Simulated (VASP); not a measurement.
A run of VASP 6.6.1:

Contents of INCAR:

```
SYSTEM = Ga5N
  PREC = Accurate
  ENCUT = 520
  EDIFF = 1E-6
  ISMEAR = 0
  SIGMA = 0.1
  LREAL = .FALSE.
  LASPH = .TRUE.
  NELM = 60
  ALGO = Normal
  ISIF = 2
  LWAVE = .FALSE.
  LCHARG = .FALSE.
  GGA = PE
  NBANDS = 44
```

KPOINTS

```
regular mesh
0
G
  4 4 4
  0 0 0
```

POSCAR

```
Ga5N
1.0
    0.0000000000      3.6654748600      3.6654748600
    3.6654748600      0.0000000000      3.6654748600
    3.6654748600      3.6654748600      0.0000000000
Ga N
5 1
Direct
    0.3778550300      0.3778550300      0.3778550300
    0.3778550300      0.3778550300      0.8664349100
    0.3778550300      0.8664349100      0.3778550300
    0.8664349100      0.3778550300      0.3778550300
    0.0000000000      0.0000000000      0.0000000000
    0.5000000000      0.5000000000      0.5000000000
```

Potentials or basis: VASP PAW PBE potentials, release 64 (Ga_d, N).

Run with:

```console
$ cat potpaw_PBE.64/Ga_d/POTCAR potpaw_PBE.64/N/POTCAR > POTCAR
$ mpirun -np 1 vasp_std > vasp.out
```

Hardware: 1 thread of Intel(R) Xeon(R) Platinum 8259CL CPU @ 2.50GHz (Skylake/Cascade Lake) (shared host).

Q: Estimate the wall time of this run.

A: Wall time 70 s on 1 thread of Intel(R) Xeon(R) Platinum 8259CL CPU @ 2.50GHz (Skylake/Cascade Lake) (shared host), peak memory 0.24 GiB. Counts: scf iterations 16, k points 8.
